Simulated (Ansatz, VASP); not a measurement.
# ZrC in VASP and in Ansatz

```
CELL_PARAMETERS angstrom
0.00000 2.39630 2.39630
2.39630 0.00000 2.39630
2.39630 2.39630 0.00000
ATOMIC_POSITIONS crystal
Zr 0.50000 0.50000 0.50000
C 0.00000 0.00000 0.00000
```

Change from the starting cell: volume scaled by 1.06.

Alike in both runs: task single point; functional PBE; k mesh 15 × 15 × 15; occupations fermi-dirac, width 0.05 eV; no spin polarisation.

|  | VASP | Ansatz |
| --- | --- | --- |
| version | VASP 6.6.1 | Ansatz 0.2.0 |
| potentials or method | VASP PAW PBE potentials, release 64 (Zr_sv, C), cutoff 520 eV | all-electron LAPW, scalar-relativistic |

Ansatz gave:

* pressure (GPa): -10.5

Problem. Estimate VASP's values.

Solution. Pressure (GPa): -10.4.

Ansatz ran all-electron here, and VASP with PAW potentials.
